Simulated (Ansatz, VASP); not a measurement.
**Ga in VASP and in Ansatz**

Contents of INCAR:

```
SYSTEM = Ga
  ALGO = Normal
  EDIFF = 1E-6
  ENCUT = 520
  GGA = PE
  ISIF = 2
  ISMEAR = -1
  LASPH = .True.
  LCHARG = .False.
  LREAL = .False.
  LWAVE = .False.
  NBANDS = 20
  NELM = 60
  PREC = Accurate
  SIGMA = 0.03
```

File KPOINTS:

```
k-points
0
Gamma
  14 14 11
  0 0 0
```

File POSCAR:

```
Ga
1.0
    1.3830000000     -4.0265000000      0.0000000000
    1.3830000000      4.0265000000      0.0000000000
   -0.1174500000      0.0000000000      3.2300321000
Ga
2
Direct
    0.8690000000      0.1310000000      0.2500000000
    0.1310000000      0.8690000000      0.7500000000
```

Input for Ansatz:

```yaml
crystal:
  lattice:
    - [1.383, -4.0265, 0.0]
    - [1.383, 4.0265, 0.0]
    - [-0.11745, 0.0, 3.2300321]
  atoms:
    - { symbol: Ga, position: [0.869, 0.131, 0.25] }
    - { symbol: Ga, position: [0.131, 0.869, 0.75] }
kpoints:
  mp_grid: { grid: [14, 14, 11] }
  band_path:
    path:
      - [0.0, 0.0, 0.0]
      - [-0.5, 0.5, 0.0]
      - [-0.5, 0.5, 0.5]
      - [0.0, 0.0, 0.5]
      - [0.0, 0.0, 0.0]
      - [-0.5, 0.0, 0.5]
      - [0.0, 0.0, 0.0]
      - [-0.5, 0.0, 0.0]
    npoints: 5
scf:
  occupations: { method: fermi_dirac, width: 0.03 }
hamiltonian:
  xc: pbe
  pseudopotentials: { kind: all_electron, lapw: { basis_error: 0.0005 } }
output:
  forces: true
  stress: true
  eigenvalues: true
```

Change from the starting cell: zz strain of -3 %.

Alike in both runs: task single point; functional PBE; k mesh 14 × 14 × 11; occupations fermi-dirac, width 0.03 eV; no spin polarisation.

|  | VASP | Ansatz |
| --- | --- | --- |
| version | VASP 6.6.1 | Ansatz 0.2.0 |
| potentials or method | VASP PAW PBE potentials, release 64 (Ga_d), cutoff 520 eV | all-electron LAPW, scalar-relativistic |

```csv
,VASP,Ansatz,Ansatz less VASP
pressure (GPa),3.8,3.7,-0.16
"traceless stress, the component that is largest in VASP (GPa)",0.45,0.48,+0.029
rms of the force components (eV/Å),0.135,0.134,-0.0011
```

Atom by atom the forces differ by 0.001 eV/Å (rms over components). Ansatz ran all-electron here, and VASP with PAW potentials.
